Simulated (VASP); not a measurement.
# AgH20O10F in VASP: notebook

Runs on AgH20O10F. Level: PBE. Tasks: single point.

Program: VASP 6.6.1. These are calculated values, not measurements. Logs are shortened: lines on timing, memory, paths and dates and some standing lists are left out, and cuts for length are marked.

**1. The cell of the first run**

The cell holds a disordered packing, 32 atoms: a = 7.233 Å, b = 7.233 Å, c = 7.233 Å, α = 90.00°, β = 90.00°, γ = 90.00°.

**2. Single point, PBE**

INCAR reads:

```
  PREC = Accurate
  ENCUT = 520
  EDIFF = 1E-6
  ISMEAR = -1
  SIGMA = 0.02
  LREAL = Auto
  LASPH = T
  NELM = 120
  ALGO = Normal
  ISIF = 2
  LWAVE = F
  LCHARG = F
  GGA = PE
  NBANDS = 71
  GGA_COMPAT = F
```

KPOINTS reads:

```
Automatic mesh
0
Gamma
  1 1 1
```

POSCAR reads:

```
AgH20O10F
1.0
    7.2329760000      0.0000000000      0.0000000000
    0.0000000000      7.2329760000      0.0000000000
    0.0000000000      0.0000000000      7.2329760000
O H Ag F
10 20 1 1
Direct
    0.6653554498      0.0162865189      0.4538519138
    0.8224968533     -0.0071478185      0.7845456697
    0.4640828340      0.7531754564      0.6770380546
    0.3555106501      0.2071346566     -0.0575143620
    0.1210428460      0.7149892382      0.1414908607
    0.7311928036      0.4648432402      0.3745899337
    0.9200500596      0.6010803852      0.8015096414
    0.4716039428      0.8554155302      0.0167980649
    0.7006659499      0.3600592619      1.0138288859
    0.3733456326      0.2641512982      0.4726685116
    0.5588017989      0.0901980043      0.4205184699
    0.7689227781      0.0318126315      0.3624925618
    0.8046618709      0.0890643077      0.8739970933
    0.7899376412      0.0388498455      0.6635581260
    0.5307082451      0.8534384740      0.6149336041
    0.3472567861      0.7519173297      0.6161364285
    0.4746732189      0.2693773628     -0.0258814629
    0.3914433008      0.0693075713     -0.0438961777
    0.2551646791      0.7376078671      0.1134940860
    0.0576111410      0.8271837208      0.1825527971
    0.7655355140      0.5894254315      0.4052965197
    0.8211004710      0.3796224403      0.4279013231
    0.8940303410      0.7224273936      0.7592310551
    0.9921780468      0.6198555062      0.9185430727
    0.5939325666      0.8469404572      0.0662797720
    0.4725164303      0.7998229221     -0.1105077633
    0.7526086081      0.4521098922      0.9254558566
    0.7250404260      0.4056145078      1.1344569649
    0.3402472233      0.2577638858      0.6047579862
    0.4678433884      0.3572388461      0.4846276277
    0.1269878401      0.2551785047      0.1792899631
    0.9553467342      0.0417255636      0.2693497117
```

Potentials or basis: VASP PAW PBE potentials, release 64 (O, H, Ag, F).

The run is started by

```console
$ cat potpaw_PBE.64/O/POTCAR potpaw_PBE.64/H/POTCAR potpaw_PBE.64/Ag/POTCAR potpaw_PBE.64/F/POTCAR > POTCAR
$ mpirun -np 1 vasp_gam > vasp.out
```

OUTCAR:

```text
PREC = Accurate
   ENCUT = 520
   EDIFF = 1E-6
   ISMEAR = -1
   LREAL = Auto
   LASPH = T
   NELM = 120
   ISIF = 2
   GGA = PE

 ion  position               nearest neighbor table
   1  0.665  0.016  0.454-  11 0.97  12 1.01
   2  0.822  0.993  0.785-  13 0.96  14 0.97
   3  0.464  0.753  0.677-  16 0.95  15 0.98
   4  0.356  0.207  0.942-  17 1.00  18 1.03  31 2.41
   5  0.121  0.715  0.141-  20 0.98  19 1.00
   6  0.731  0.465  0.375-  21 0.96  22 0.98
   7  0.920  0.601  0.802-  23 0.95  24 1.00
   8  0.472  0.855  0.017-  25 0.96  26 1.00
   9  0.701  0.360  0.014-  28 0.95  27 1.00
  10  0.373  0.264  0.473-  30 0.96  29 0.99  31 2.77
  11  0.559  0.090  0.421-   1 0.97
  12  0.769  0.032  0.362-   1 1.01
  13  0.805  0.089  0.874-   2 0.96
  14  0.790  0.039  0.664-   2 0.97
  15  0.531  0.853  0.615-   3 0.98
  16  0.347  0.752  0.616-   3 0.95
[... 12 lines left out ...]
  29  0.340  0.258  0.605-  10 0.99
  30  0.468  0.357  0.485-  10 0.96
  31  0.127  0.255  0.179-  32 2.09   4 2.41  10 2.77
  32  0.955  0.042  0.269-  31 2.09

  LATTYP: Found a simple cubic cell.
 ALAT       =     7.2329760000

  Lattice vectors:

 A1 = (   7.2329760000,   0.0000000000,   0.0000000000)
 A2 = (   0.0000000000,   7.2329760000,   0.0000000000)
 A3 = (   0.0000000000,   0.0000000000,   7.2329760000)

Analysis of symmetry for initial positions (statically):
=====================================================================
 Subroutine PRICEL returns:
 Original cell was already a primitive cell.

 Routine SETGRP: Setting up the symmetry group for a
 simple cubic supercell.

 Subroutine GETGRP returns: Found  1 space group operations
 (whereof  1 operations were pure point group operations)
 out of a pool of 48 trial point group operations.

The static configuration has the point symmetry C_1 .

Analysis of symmetry for dynamics (positions and initial velocities):
=====================================================================
 Subroutine PRICEL returns:
 Original cell was already a primitive cell.

 Routine SETGRP: Setting up the symmetry group for a
 simple cubic supercell.

 Subroutine GETGRP returns: Found  1 space group operations
 (whereof  1 operations were pure point group operations)
 out of a pool of 48 trial point group operations.

The dynamic configuration has the point symmetry C_1 .

 Subroutine INISYM returns: Found  1 space group operations
 (whereof  1 operations are pure point group operations),
 and found     1 'primitive' translations

----------------------------------------------------------------------------------------

                                     Primitive cell

  volume of cell :     378.4000

  direct lattice vectors                    reciprocal lattice vectors
     7.232976000  0.000000000  0.000000000     0.138255678  0.000000000  0.000000000
     0.000000000  7.232976000  0.000000000     0.000000000  0.138255678  0.000000000
     0.000000000  0.000000000  7.232976000     0.000000000  0.000000000  0.138255678

  length of vectors
     7.232976000  7.232976000  7.232976000     0.138255678  0.138255678  0.138255678

  position of ions in fractional coordinates (direct lattice)
     0.665355450  0.016286519  0.453851914
     0.822496853  0.992852181  0.784545670
     0.464082834  0.753175456  0.677038055
     0.355510650  0.207134657  0.942485638
     0.121042846  0.714989238  0.141490861
     0.731192804  0.464843240  0.374589934
[... 24 lines left out ...]
     0.126987840  0.255178505  0.179289963
     0.955346734  0.041725564  0.269349712

  ion indices of the primitive-cell ions
   primitive index   ion index
                 1           1
                 2           2
                 3           3
                 4           4
                 5           5
                 6           6
[... 24 lines left out ...]
                31          31
                32          32

----------------------------------------------------------------------------------------

 KPOINTS: Automatic mesh

Automatic generation of k-mesh.
 Grid dimensions read from file:
 generate k-points for:    1    1    1

 Generating k-lattice:

  Cartesian coordinates                     Fractional coordinates (reciprocal lattice)
     0.138255678  0.000000000  0.000000000     1.000000000  0.000000000  0.000000000
     0.000000000  0.138255678  0.000000000     0.000000000  1.000000000  0.000000000
     0.000000000  0.000000000  0.138255678     0.000000000  0.000000000  1.000000000

  Length of vectors
     0.138255678  0.138255678  0.138255678

  Shift w.r.t. Gamma in fractional coordinates (k-lattice)
     0.000000000  0.000000000  0.000000000

 Subroutine IBZKPT returns following result:
 ===========================================

 Found      1 irreducible k-points:

 Following reciprocal coordinates:
            Coordinates               Weight
  0.000000  0.000000  0.000000      1.000000
   k-points           NKPTS =      1   k-points in BZ     NKDIM =      1   number of bands    NBANDS=     71
   number of dos      NEDOS =    301   number of ions     NIONS =     32
   total plane-waves  NPLWV = 157464
   dimension x,y,z NGX =    54 NGY =   54 NGZ =   54
   dimension x,y,z NGXF=   108 NGYF=  108 NGZF=  108
   ions per type =              10  20   1   1
   NGX,Y,Z   is equivalent  to a cutoff of  12.41, 12.41, 12.41 a.u.
   NGXF,Y,Z  is equivalent  to a cutoff of  24.82, 24.82, 24.82 a.u.
 SYSTEM =  unknown system
   PREC   = accura    normal or accurate (medium, high low for compatibility)
   ISTART =      0    job   : 0-new  1-cont  2-samecut
   ICHARG =      2    charge: 1-file 2-atom 10-const
   ISPIN  =      1    spin polarized calculation?
   LNONCOLLINEAR =      F non collinear calculations
   LSORBIT =      F    spin-orbit coupling
   LASPH  =      T    aspherical Exc in radial PAW
   ENCUT  =  520.0 eV  38.22 Ry    6.18 a.u.  13.45 13.45 13.45*2*pi/ulx,y,z
   NELM   =    120;   NELMIN=  2; NELMDL= -5     # of ELM steps
   EDIFF  = 0.1E-05   stopping-criterion for ELM
   LREAL  =      T    real-space projection
   EDIFFG = 0.1E-04   stopping-criterion for IOM
   NSW    =      0    number of steps for IOM
   IBRION =     -1    ionic relax: 0-MD 1-quasi-New 2-CG
   NFREE  =      0    steps in history (QN), initial steepest desc. (CG)
   ISIF   =      2    stress and relaxation
   ISYM   =      2    0-nonsym 1-usesym 2-fastsym
   POTIM  = 0.5000    time-step for ionic-motion
   TEBEG  =    0.0;   TEEND  =   0.0 temperature during run
   PSTRESS=    0.0 pullay stress
   NELECT =      98.0000    total number of electrons
   NUPDOWN=      -1.0000    fix difference up-down
   EMIN   =  10.00;   EMAX   =-10.00  energy-range for DOS
   EFERMI =   0.00;   METHOD = LEGACY
   ISMEAR =    -1;   SIGMA  =   0.02  broadening in eV -4-tet -1-fermi 0-gaus
   EFERMI_NEDOS =   21; number of points for ismear=-14 and -15
   IALGO  =     38    algorithm
   IMIX   =      4    mixing-type and parameters
     AMIX     =   0.40;   BMIX     =  1.00
     AMIX_MAG =   1.60;   BMIX_MAG =  1.00
  volume/ion in A,a.u.               =      11.82        79.80
  Fermi-wavevector in a.u.,A,eV,Ry     =   1.043518  1.971963 14.815782  1.088929
  Thomas-Fermi vector in A             =   2.178230
   LORBIT       =      0    0 simple, 1 ext, 2 COOP (PROOUT), +10 PAW based schemes
   GGA     = PE    functional components
   LHFCALC =     F    Hartree Fock is set to
   AEXX    =    0.0000 exact exchange contribution
   IVDW    =     0    specifies the selected vdW correction
   LEPSILON=     F    determine dielectric tensor
   LRPA    =     F    only Hartree local field effects (RPA)
 non-spin polarized calculation
  energy-cutoff  :      520.00
  volume of cell :      378.40
 maximum number of plane-waves:      5066
 NGX is ok and might be reduce to    54
   NGX = 27   NGY = 27   NGZ = 27

 number of electron      97.9999995 magnetization

 Free energy of the ion-electron system (eV)
  ---------------------------------------------------
  ext. energy  EPLUGINS =         0.00000000
  ---------------------------------------------------
  free energy    TOTEN  =      -152.10245762 eV

  energy without entropy =     -152.10245762  energy(sigma->0) =     -152.10245762

 E-fermi :  -2.4440     XC(G=0):  -6.6138

 val. band max:       -2.9261590281   @ k =   0.0000   0.0000   0.0000
 cond. band min:       0.1533905685   @ k =   0.0000   0.0000   0.0000
 fundamental gap:      3.0795495967
 Fermi energy:        -2.4440210947

 k-point     1 :       0.0000    0.0000    0.0000
  band No.  band energies     occupation
      1     -23.6551      2.00000
      2     -23.0419      2.00000
      3     -22.8822      2.00000
      4     -22.7216      2.00000
      5     -22.1870      2.00000
      6     -22.0073      2.00000
[... 53 lines left out ...]
     60       5.9363      0.00000
     61       5.9703      0.00000
 [bands above 61 left out]

------------------------ aborting loop because EDIFF is reached ----------------------------------------

  FORCE on cell =-STRESS in cart. coord.  units (eV):
  Direction    XX          YY          ZZ          XY          YZ          ZX
  --------------------------------------------------------------------------------------
  -------------------------------------------------------------------------------------
  Total        0.9880690      1.8624874      2.4060281      1.1717567     -0.6505250      0.7985995
  in kB        4.1835677      7.8859287     10.1873261      4.9613168     -2.7543778      3.3813378
  external PRESSURE =       7.4189409 kB  Pullay stress =       0.0000000 kB

 VOLUME and BASIS-vectors are now :
 -----------------------------------------------------------------------------
  energy-cutoff  :      520.00
  volume of cell :      378.40
      direct lattice vectors                 reciprocal lattice vectors
     7.232976000  0.000000000  0.000000000     0.138255678  0.000000000  0.000000000
     0.000000000  7.232976000  0.000000000     0.000000000  0.138255678  0.000000000
     0.000000000  0.000000000  7.232976000     0.000000000  0.000000000  0.138255678

 POSITION                                       TOTAL-FORCE (eV/Angst)
 -----------------------------------------------------------------------------------
      4.81250      0.11780      3.28270         0.057805     -0.607869      0.219637
      5.94910      7.18128      5.67460         0.623159     -1.053108      0.479486
      3.35670      5.44770      4.89700         0.622154     -0.142640      0.110966
      2.57140      1.49820      6.81698         0.341865     -0.994866      0.175438
      0.87550      5.17150      1.02340         0.664096     -1.079910     -0.465960
      5.28870      3.36220      2.70940        -0.379507     -0.716683     -0.213945
[... 24 lines left out ...]
      0.91850      1.84570      1.29680         0.854949      0.378152     -0.554397
      6.91000      0.30180      1.94820        -0.476805     -0.623389      0.108534
 -----------------------------------------------------------------------------------
    total drift:                                0.001678     -0.001020     -0.001187

  FREE ENERGIE OF THE ION-ELECTRON SYSTEM (eV)
  ---------------------------------------------------
  free  energy   TOTEN  =      -152.1024576151 eV

  energy  without entropy=     -152.1024576151  energy(sigma->0) =     -152.10245762
```

Run time: 52 s. Hardware: 1 thread of AMD EPYC 7R43 (Zen 3), shared host; peak memory 0.33 GiB.

What came out:

```
Free energy            : -152.1025 eV
Pressure               : 0.7 GPa
Largest force          : 2.205 eV/Å
Band gap on the k mesh : 3.08 eV
```

Forces in eV/Å, atoms in the order of the input:
```
O    0.058 -0.608  0.220
O    0.623 -1.053  0.479
O    0.622 -0.143  0.111
O    0.342 -0.995  0.175
O    0.664 -1.080 -0.466
O   -0.380 -0.717 -0.214
O    0.678 -1.725  1.127
O   -1.090 -0.062  0.093
O   -0.275 -0.573 -2.111
O   -0.460 -0.124  0.853
H   -0.394  0.483 -0.115
H    0.202 -0.016 -0.098
H   -0.067  0.683  0.437
H   -0.507  0.344 -0.662
H    0.526  0.122 -0.244
H   -1.077 -0.187 -0.361
H   -0.088  0.111 -0.083
H   -0.305  1.211  0.158
H   -1.010  0.480  0.292
H    0.299  0.559  0.107
H    0.347  0.406  0.345
H    0.054  0.327  0.163
H   -0.414  1.668 -0.150
H   -0.180  0.244 -0.619
H    0.734  0.011  0.186
H    0.175  0.037 -0.084
H    0.001 -0.133  0.122
H    0.180  0.631  1.655
H   -0.447 -0.459 -0.213
H    0.808  0.802 -0.657
Ag   0.855  0.378 -0.554
F   -0.477 -0.623  0.109
```

Levels at points of the mesh, in eV from the valence-band top:
| k point | band 45 | band 46 | band 47 | band 48 | band 49 | band 50 | band 51 | band 52 | band 53 | band 54 |
| --- | --- | --- | --- | --- | --- | --- | --- | --- | --- | --- |
| (0.00, 0.00, 0.00) | -0.72 | -0.61 | -0.49 | -0.12 | 0.00 | 3.08 | 5.31 | 6.25 | 6.47 | 6.95 |

Caveat: the k points lie up to 0.87 Å⁻¹ apart.

**3. Single point, PBE**

INCAR reads:

```
PREC = Accurate
ENCUT = 520
EDIFF = 1E-6
ISMEAR = -1
SIGMA = 0.02
LREAL = Auto
LASPH = T
NELM = 120
ALGO = Normal
ISIF = 2
LWAVE = F
LCHARG = F
GGA = PE
NBANDS = 71
GGA_COMPAT = F
```

KPOINTS is that of step 2.

POSCAR reads:

```
AgH20O10F
1.0
    7.2329760000      0.0000000000      0.0000000000
    0.0000000000      7.2329760000      0.0000000000
    0.0000000000      0.0000000000      7.2329760000
O H Ag F
10 20 1 1
Direct
    0.6605165011      0.0037467289      0.4577230728
    0.8222756442     -0.0318679338      0.7983021097
    0.4932547820      0.7299208514      0.6492486633
    0.3457083225      0.2146004632     -0.0415734823
    0.1220244613      0.7265335873      0.1627131073
    0.7373451813      0.4989370903      0.3820833914
    0.9238382652      0.5932551138      0.8127221769
    0.4527873451      0.8507839650      0.0064288890
    0.6860246737      0.3580822057      1.0112573303
    0.3799680795      0.2715756281      0.4784890756
    0.5624793999      0.0966960211      0.4439804584
    0.7745497842      0.0387668921      0.3770508847
    0.7890666304      0.0639294255      0.8932146325
    0.7663235714      0.0168395416      0.6860108481
    0.5471191941      0.8260085475      0.5653136413
    0.3808529159      0.6760426137      0.5934624973
    0.4493171276      0.3004572392     -0.0199779455
    0.4059877981      0.0880688668     -0.0233099073
    0.2361821745      0.7707201019      0.1072172782
    0.0400664955      0.8275431855      0.2116141406
    0.7319670354      0.6338469808      0.4114074207
    0.8405945215      0.4352150484      0.4441187141
    0.8834676072      0.7230495442      0.7854719828
    1.0130546541      0.6116154678      0.9158056103
    0.5727103201      0.8261882799      0.0648142618
    0.4597830824      0.8087680645     -0.1226327863
    0.7588162881      0.4321181212      0.9228566499
    0.7133854723      0.4065961231      1.1356597893
    0.3673038594      0.2546531331      0.6126247343
    0.4684655389      0.3694053457      0.4823878857
    0.1259647481      0.2452517470      0.1681603810
    0.9431525834      0.0332504905      0.2900327611
```

Potentials or basis: VASP PAW PBE potentials, release 64 (O, H, Ag, F).

The run is started by

```console
$ cat potpaw_PBE.64/O/POTCAR potpaw_PBE.64/H/POTCAR potpaw_PBE.64/Ag/POTCAR potpaw_PBE.64/F/POTCAR > POTCAR
$ mpirun -np 1 vasp_gam > vasp.out
```

Wall time 54 s (1 thread of AMD EPYC 7R43 (Zen 3), shared host); peak memory 0.33 GiB.

It converged, with:

| Quantity | Value |
| --- | --- |
| Free energy | -152.2142 eV |
| Pressure | -0.8 GPa |
| Largest force | 1.803 eV/Å |
| Band gap on the k mesh | 3.26 eV |

Forces in eV/Å, atoms in the order of the input:
```
O   -0.295  0.030  0.129
O   -0.104  1.017  1.485
O   -0.616 -0.376 -0.022
O    0.334 -0.779 -0.167
O   -1.101 -0.736  0.285
O   -0.186  0.248 -0.179
O    0.274  0.390  0.198
O    0.046  0.433  0.750
O   -0.162 -0.341  0.148
O   -0.450 -0.572  0.816
H   -0.078  0.051 -0.090
H   -0.181 -0.437  0.217
H    0.475 -0.899 -0.631
H   -0.241 -0.074 -0.814
H   -0.235 -0.075  0.003
H    0.601  0.593  0.076
H    0.519  0.141  0.017
H   -0.633  0.579 -0.021
H    0.265  0.650  0.098
H    0.953 -0.130 -0.446
H    0.523 -1.361  0.139
H   -0.383  0.952  0.042
H    0.093 -0.526  0.383
H   -0.404  0.130 -0.246
H   -0.353  0.053 -0.366
H    0.416 -0.347 -0.654
H    0.206  0.489 -0.032
H    0.003  0.125 -0.095
H   -0.612 -0.418 -0.093
H    1.083  1.182 -0.681
Ag  -0.086 -0.317  0.089
F    0.328  0.323 -0.337
```

Stress tensor (GPa, compression positive):
```
-0.14  0.96 -0.55
 0.96 -1.96 -0.70
-0.55 -0.70 -0.44
```

Levels at points of the mesh, in eV from the valence-band top:
| k point | band 45 | band 46 | band 47 | band 48 | band 49 | band 50 | band 51 | band 52 | band 53 | band 54 |
| --- | --- | --- | --- | --- | --- | --- | --- | --- | --- | --- |
| (0.00, 0.00, 0.00) | -0.51 | -0.42 | -0.19 | -0.16 | 0.00 | 3.26 | 5.50 | 6.47 | 6.53 | 7.09 |

Caveat: the k points lie up to 0.87 Å⁻¹ apart.

(Part 1 of 2 ends here.)
